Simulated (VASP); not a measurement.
# Al30Si (a cell with a defect) in VASP: notebook

Al30Si (a cell with a defect) is run at these levels: PBE; tasks: single point.

Everything below comes from runs of VASP 6.6.1. Logs are shortened: lines on timing, memory, paths and dates and some standing lists are left out, and cuts for length are marked.

**1. The cell of the first run**

The cell holds a defect, 31 atoms: a = 8.100 Å, b = 8.100 Å, c = 8.100 Å, α = 90.00°, β = 90.00°, γ = 90.00°.

**2. Single point, PBE**

INCAR reads:

```
ALGO = Normal
EDIFF = 1E-6
ENCUT = 520
GGA = PE
ISIF = 2
ISMEAR = -1
LASPH = True
LCHARG = False
LREAL = Auto
LWAVE = False
NBANDS = 68
NELM = 80
PREC = Accurate
SIGMA = 0.15
```

KPOINTS reads:

```
k-points
0
Gamma
  2 2 2
```

POSCAR reads:

```
Al30Si
1.0
    8.1000000000      0.0000000000      0.0000000000
    0.0000000000      8.1000000000      0.0000000000
    0.0000000000      0.0000000000      8.1000000000
Al Si
30 1
Direct
    0.4913892593     -0.0000492593      0.0079590123
    0.7484495062      0.2495386420      0.0015808642
    0.7447662963     -0.0000274074      0.2552487654
    0.0002450617     -0.0000418519      0.0043795062
    0.2454819753      0.2497538272      0.0052434568
    0.4986154321      0.4999687654     -0.0028776543
    0.7484353086      0.7503935802      0.0015806173
    0.5037318519      0.2621439506      0.2495051852
    0.7569634568      0.4999795062      0.2483560494
    0.7495075309      0.2515250617      0.5018879012
    0.7484690123     -0.0000437037      0.7501755556
   -0.0019571605      0.4999618519      0.0001933333
    0.2454485185      0.7501260494      0.0052048148
    0.0020881481      0.2471507407      0.2484553086
    0.2472667901      0.4999872840      0.2506132099
    0.5036716049      0.7377877778      0.2494906173
    0.0037655556     -0.0000565432      0.4943122222
    0.2505674074      0.2515127160      0.5012259259
    0.4976001235      0.4999762963      0.5017560494
    0.7494680247      0.7483925926      0.5019201235
    0.2487516049     -0.0000270370      0.7532528395
    0.4987262963      0.2484941975      0.7520092593
    0.7485872840      0.4999459259      0.7521397531
    0.0020424691      0.7527251852      0.2484397531
   -0.0004314815      0.4999506173      0.5009174074
    0.2505614815      0.7484672840      0.5011643210
   -0.0003485185      0.2518980247      0.7500897531
    0.2465160494      0.4999830864      0.7535066667
    0.4987349383      0.7514335802      0.7519932099
   -0.0003580247      0.7480259259      0.7500772840
    0.3178706173      0.0000264198      0.2993486420
```

Potentials or basis: VASP PAW PBE potentials, release 64 (Al, Si).

On the command line:

```
$ cat potpaw_PBE.64/Al/POTCAR potpaw_PBE.64/Si/POTCAR > POTCAR
$ mpirun -np 1 vasp_std > vasp.out
```

OUTCAR:

```text
EDIFF = 1E-6
   ENCUT = 520
   GGA = PE
   ISIF = 2
   ISMEAR = -1
   LASPH = True
   LREAL = Auto
   NELM = 80
   PREC = Accurate

 ion  position               nearest neighbor table
   1  0.491  1.000  0.008-  31 2.75   5 2.84  13 2.84  21 2.85   3 2.87  16 2.89   8 2.89  29 2.89
                            22 2.89   7 2.90   2 2.90  11 2.95
   2  0.748  0.250  0.002-   8 2.82   9 2.85  22 2.86  23 2.86  12 2.86   6 2.87  14 2.87  11 2.87
                             4 2.87  27 2.88   3 2.88   1 2.90
   3  0.745  1.000  0.255-  10 2.85  20 2.85  17 2.85   1 2.87   2 2.88   7 2.88   8 2.89  16 2.89
                            14 2.89  24 2.89   4 2.90
   4  0.000  1.000  0.004-  14 2.81  24 2.81   5 2.84  13 2.84  21 2.86   7 2.87   2 2.87  11 2.90
                            27 2.90  30 2.90   3 2.90
   5  0.245  0.250  0.005-  14 2.79   4 2.84  15 2.84   1 2.84  12 2.85  27 2.87  21 2.87  28 2.88
                             8 2.88   6 2.88  22 2.90  31 3.18
   6  0.499  0.500  0.997-  16 2.81   8 2.81  23 2.84  28 2.84  22 2.84  29 2.84   7 2.87   2 2.87
                            13 2.88   5 2.88  15 2.89   9 2.92
   7  0.748  0.750  0.002-  16 2.82   9 2.85  29 2.86  23 2.86  12 2.86   6 2.87  24 2.87  11 2.87
                             4 2.87  30 2.88   3 2.88   1 2.90
   8  0.504  0.262  0.250-  31 2.63  19 2.81   6 2.81   9 2.81   2 2.82  15 2.83  10 2.85   5 2.88
                             3 2.89   1 2.89  18 2.89
   9  0.757  0.500  0.248-  12 2.80   8 2.81  16 2.81  25 2.84   7 2.85   2 2.85  24 2.85  14 2.85
                            20 2.88  10 2.88   6 2.92  19 2.94
  10  0.750  0.252  0.502-   3 2.85  27 2.85   8 2.85  25 2.86  23 2.86  11 2.86  19 2.87  22 2.87
                             9 2.88  17 2.90  14 2.90
  11  0.748  1.000  0.750-  29 2.85  22 2.85  20 2.86  10 2.86   7 2.87   2 2.87  30 2.88  27 2.88
                             4 2.90  17 2.93   1 2.95
[... 22 lines left out ...]
  23  0.749  0.500  0.752-   6 2.84  12 2.85  20 2.86  10 2.86  27 2.86  30 2.86   2 2.86   7 2.86
                            22 2.87  29 2.87  19 2.87  25 2.88
  24  0.002  0.753  0.248-  13 2.79   4 2.81  17 2.82   9 2.85  15 2.85   7 2.87  12 2.87  26 2.87
                             3 2.89  25 2.89  20 2.90
  25  1.000  0.500  0.501-   9 2.84  27 2.85  30 2.85  15 2.85  10 2.86  20 2.86  18 2.86  26 2.86
                            28 2.86  23 2.88  24 2.89  14 2.89
  26  0.251  0.748  0.501-  31 2.67  19 2.84  17 2.85  29 2.86  15 2.86  25 2.86  30 2.86  28 2.87
                            24 2.87  21 2.88  16 2.89
  27  1.000  0.252  0.750-  28 2.83  25 2.85  12 2.85  10 2.85  23 2.86  18 2.86  21 2.87   5 2.87
                             2 2.88  11 2.88   4 2.90  17 2.91
  28  0.247  0.500  0.754-  30 2.83  27 2.83  12 2.84   6 2.84  25 2.86  18 2.87  26 2.87  13 2.87
                             5 2.88  19 2.88  29 2.88  22 2.88
  29  0.499  0.751  0.752-   6 2.84  11 2.85  21 2.86  26 2.86   7 2.86  20 2.87  23 2.87  19 2.87
                            28 2.88   1 2.89  13 2.90
  30  1.000  0.748  0.750-  28 2.83  25 2.85  12 2.85  20 2.85  23 2.86  26 2.86  13 2.87  21 2.87
                             7 2.88  11 2.88   4 2.90  17 2.91
  31  0.318  0.000  0.299-   8 2.63  16 2.63  18 2.67  26 2.67   1 2.75  17 2.99   5 3.18  13 3.18

  LATTYP: Found a simple cubic cell.
 ALAT       =     8.1000000000

  Lattice vectors:

 A1 = (   8.1000000000,   0.0000000000,   0.0000000000)
 A2 = (   0.0000000000,   8.1000000000,   0.0000000000)
 A3 = (   0.0000000000,   0.0000000000,   8.1000000000)

Analysis of symmetry for initial positions (statically):
=====================================================================
 Subroutine PRICEL returns:
 Original cell was already a primitive cell.

 Routine SETGRP: Setting up the symmetry group for a
 simple cubic supercell.

 Subroutine GETGRP returns: Found  1 space group operations
 (whereof  1 operations were pure point group operations)
 out of a pool of 48 trial point group operations.

The static configuration has the point symmetry C_1 .

Analysis of symmetry for dynamics (positions and initial velocities):
=====================================================================
 Subroutine PRICEL returns:
 Original cell was already a primitive cell.

 Routine SETGRP: Setting up the symmetry group for a
 simple cubic supercell.

 Subroutine GETGRP returns: Found  1 space group operations
 (whereof  1 operations were pure point group operations)
 out of a pool of 48 trial point group operations.

The dynamic configuration has the point symmetry C_1 .

 Subroutine INISYM returns: Found  1 space group operations
 (whereof  1 operations are pure point group operations),
 and found     1 'primitive' translations

----------------------------------------------------------------------------------------

                                     Primitive cell

  volume of cell :     531.4410

  direct lattice vectors                    reciprocal lattice vectors
     8.100000000  0.000000000  0.000000000     0.123456790  0.000000000  0.000000000
     0.000000000  8.100000000  0.000000000     0.000000000  0.123456790  0.000000000
     0.000000000  0.000000000  8.100000000     0.000000000  0.000000000  0.123456790

  length of vectors
     8.100000000  8.100000000  8.100000000     0.123456790  0.123456790  0.123456790

  position of ions in fractional coordinates (direct lattice)
     0.491389259  0.999950741  0.007959012
     0.748449506  0.249538642  0.001580864
     0.744766296  0.999972593  0.255248765
     0.000245062  0.999958148  0.004379506
     0.245481975  0.249753827  0.005243457
     0.498615432  0.499968765  0.997122346
[... 23 lines left out ...]
     0.999641975  0.748025926  0.750077284
     0.317870617  0.000026420  0.299348642

  ion indices of the primitive-cell ions
   primitive index   ion index
                 1           1
                 2           2
                 3           3
                 4           4
                 5           5
                 6           6
[... 23 lines left out ...]
                30          30
                31          31

----------------------------------------------------------------------------------------

 KPOINTS: k-points

Automatic generation of k-mesh.
 Grid dimensions read from file:
 generate k-points for:    2    2    2

 Generating k-lattice:

  Cartesian coordinates                     Fractional coordinates (reciprocal lattice)
     0.061728395  0.000000000  0.000000000     0.500000000  0.000000000  0.000000000
     0.000000000  0.061728395  0.000000000     0.000000000  0.500000000  0.000000000
     0.000000000  0.000000000  0.061728395     0.000000000  0.000000000  0.500000000

  Length of vectors
     0.061728395  0.061728395  0.061728395

  Shift w.r.t. Gamma in fractional coordinates (k-lattice)
     0.000000000  0.000000000  0.000000000

 Subroutine IBZKPT returns following result:
 ===========================================

 Found      8 irreducible k-points:

 Following reciprocal coordinates:
            Coordinates               Weight
  0.000000  0.000000  0.000000      1.000000
  0.500000  0.000000  0.000000      1.000000
  0.000000  0.500000  0.000000      1.000000
  0.000000  0.000000  0.500000      1.000000
  0.500000  0.500000  0.000000      1.000000
  0.000000  0.500000  0.500000      1.000000
  0.500000  0.000000  0.500000      1.000000
  0.500000  0.500000  0.500000      1.000000
   k-points           NKPTS =      8   k-points in BZ     NKDIM =      8   number of bands    NBANDS=     68
   number of dos      NEDOS =    301   number of ions     NIONS =     31
   total plane-waves  NPLWV = 216000
   dimension x,y,z NGX =    60 NGY =   60 NGZ =   60
   dimension x,y,z NGXF=   120 NGYF=  120 NGZF=  120
   ions per type =              30   1
   NGX,Y,Z   is equivalent  to a cutoff of  12.31, 12.31, 12.31 a.u.
   NGXF,Y,Z  is equivalent  to a cutoff of  24.63, 24.63, 24.63 a.u.
 SYSTEM =  unknown system
   PREC   = accura    normal or accurate (medium, high low for compatibility)
   ISTART =      0    job   : 0-new  1-cont  2-samecut
   ICHARG =      2    charge: 1-file 2-atom 10-const
   ISPIN  =      1    spin polarized calculation?
   LNONCOLLINEAR =      F non collinear calculations
   LSORBIT =      F    spin-orbit coupling
   LASPH  =      T    aspherical Exc in radial PAW
   ENCUT  =  520.0 eV  38.22 Ry    6.18 a.u.  15.06 15.06 15.06*2*pi/ulx,y,z
   NELM   =     80;   NELMIN=  2; NELMDL= -5     # of ELM steps
   EDIFF  = 0.1E-05   stopping-criterion for ELM
   LREAL  =      T    real-space projection
   EDIFFG = 0.1E-04   stopping-criterion for IOM
   NSW    =      0    number of steps for IOM
   IBRION =     -1    ionic relax: 0-MD 1-quasi-New 2-CG
   NFREE  =      0    steps in history (QN), initial steepest desc. (CG)
   ISIF   =      2    stress and relaxation
   ISYM   =      2    0-nonsym 1-usesym 2-fastsym
   POTIM  = 0.5000    time-step for ionic-motion
   TEBEG  =    0.0;   TEEND  =   0.0 temperature during run
   PSTRESS=    0.0 pullay stress
   NELECT =      94.0000    total number of electrons
   NUPDOWN=      -1.0000    fix difference up-down
   EMIN   =  10.00;   EMAX   =-10.00  energy-range for DOS
   EFERMI =   0.00;   METHOD = LEGACY
   ISMEAR =    -1;   SIGMA  =   0.15  broadening in eV -4-tet -1-fermi 0-gaus
   EFERMI_NEDOS =   21; number of points for ismear=-14 and -15
   IALGO  =     38    algorithm
   IMIX   =      4    mixing-type and parameters
     AMIX     =   0.40;   BMIX     =  1.00
     AMIX_MAG =   1.60;   BMIX_MAG =  1.00
  volume/ion in A,a.u.               =      17.14       115.69
  Fermi-wavevector in a.u.,A,eV,Ry     =   0.918965  1.736593 11.490081  0.844497
  Thomas-Fermi vector in A             =   2.044106
   LORBIT       =      0    0 simple, 1 ext, 2 COOP (PROOUT), +10 PAW based schemes
   GGA     = PE    functional components
   LHFCALC =     F    Hartree Fock is set to
   AEXX    =    0.0000 exact exchange contribution
   IVDW    =     0    specifies the selected vdW correction
   LEPSILON=     F    determine dielectric tensor
   LRPA    =     F    only Hartree local field effects (RPA)
 non-spin polarized calculation
  energy-cutoff  :      520.00
  volume of cell :      531.44
 maximum number of plane-waves:     14400
   NGX = 31   NGY = 31   NGZ = 31

 number of electron      94.0000000 magnetization

 Free energy of the ion-electron system (eV)
  ---------------------------------------------------
  ext. energy  EPLUGINS =         0.00000000
  ---------------------------------------------------
  free energy    TOTEN  =      -116.58721258 eV

  energy without entropy =     -115.48925322  energy(sigma->0) =     -116.03823290

 E-fermi :   7.3431     XC(G=0): -10.0436

 val. band max:        7.3387060725   @ k =   0.5000   0.0000   0.0000
 cond. band min:       7.3784469535   @ k =   0.5000   0.0000   0.0000
 fundamental gap:      0.0397408810
 Fermi energy:         7.3430988846

 k-point     1 :       0.0000    0.0000    0.0000
  band No.  band energies     occupation
      1      -3.4403      2.00000
      2      -1.6617      2.00000
      3      -1.2469      2.00000
      4      -1.1879      2.00000
      5      -1.1758      2.00000
      6      -1.1509      2.00000
[... 485 lines left out ...]
     58      10.6006      0.00000
     59      10.6382      0.00000
 [bands above 59 left out]

------------------------ aborting loop because EDIFF is reached ----------------------------------------

  FORCE on cell =-STRESS in cart. coord.  units (eV):
  Direction    XX          YY          ZZ          XY          YZ          ZX
  --------------------------------------------------------------------------------------
  -------------------------------------------------------------------------------------
  Total       -3.4818939     -3.5677823     -3.1254404      0.0041033      0.0017371      0.0357110
  in kB      -10.4971415    -10.7560762     -9.4225131      0.0123707      0.0052370      0.1076607
  external PRESSURE =     -10.2252436 kB  Pullay stress =       0.0000000 kB

 VOLUME and BASIS-vectors are now :
 -----------------------------------------------------------------------------
  energy-cutoff  :      520.00
  volume of cell :      531.44
      direct lattice vectors                 reciprocal lattice vectors
     8.100000000  0.000000000  0.000000000     0.123456790  0.000000000  0.000000000
     0.000000000  8.100000000  0.000000000     0.000000000  0.123456790  0.000000000
     0.000000000  0.000000000  8.100000000     0.000000000  0.000000000  0.123456790

 POSITION                                       TOTAL-FORCE (eV/Angst)
 -----------------------------------------------------------------------------------
      3.98025      8.09960      0.06447         0.046069      0.000110     -0.027629
      6.06244      2.02126      0.01281         0.014972      0.001615      0.012027
      6.03261      8.09978      2.06751         0.074633     -0.000353     -0.033305
      0.00198      8.09966      0.03547         0.021218     -0.000601      0.013332
      1.98840      2.02301      0.04247         0.011585     -0.023768      0.023559
      4.03879      4.04975      8.07669        -0.001460     -0.000825      0.039102
[... 23 lines left out ...]
      8.09710      6.05901      6.07563         0.012589      0.006062      0.013680
      2.57475      0.00021      2.42472        -0.444627     -0.000412     -0.295963
 -----------------------------------------------------------------------------------
    total drift:                               -0.042732     -0.000536      0.047081

  FREE ENERGIE OF THE ION-ELECTRON SYSTEM (eV)
  ---------------------------------------------------
  free  energy   TOTEN  =      -116.5872125801 eV

  energy  without entropy=     -115.4892532218  energy(sigma->0) =     -116.03823290
```

It took 2.8 min on 1 thread of AMD EPYC 9R45 (Zen 5), shared host; peak memory 0.52 GiB.

Results:

| Quantity | Value |
| --- | --- |
| Free energy | -116.5872 eV |
| Pressure | -1.0 GPa |
| Largest force | 0.534 eV/Å |
| Band gap on the k mesh | zero (bands 47 and 48 overlap by 0.89 eV) |

Forces on the atoms (eV/Å):
```
Al   0.046  0.000 -0.028
Al   0.015  0.002  0.012
Al   0.075  0.000 -0.033
Al   0.021 -0.001  0.013
Al   0.012 -0.024  0.024
Al  -0.001 -0.001  0.039
Al   0.015 -0.001  0.012
Al  -0.007 -0.076  0.033
Al   0.000  0.000  0.000
Al   0.020 -0.011 -0.006
Al   0.023  0.001  0.013
Al   0.018 -0.001  0.014
Al   0.012  0.025  0.024
Al   0.035 -0.006  0.002
Al   0.008 -0.001 -0.003
Al  -0.005  0.078  0.033
Al   0.029  0.000  0.011
Al   0.019 -0.006  0.011
Al   0.005  0.000 -0.001
Al   0.020  0.011 -0.007
Al  -0.011  0.000  0.023
Al  -0.003  0.000  0.019
Al   0.000  0.000  0.004
Al   0.035  0.007  0.002
Al   0.016  0.000  0.003
Al   0.020  0.005  0.012
Al   0.013 -0.006  0.014
Al   0.009 -0.001  0.023
Al  -0.004  0.000  0.019
Al   0.013  0.006  0.014
Si  -0.445  0.000 -0.296
```

Caveat: the k points lie up to 0.39 Å⁻¹ apart, too coarse for converged energies and pressures of a metal.

(Part 1 of 2 ends here.)
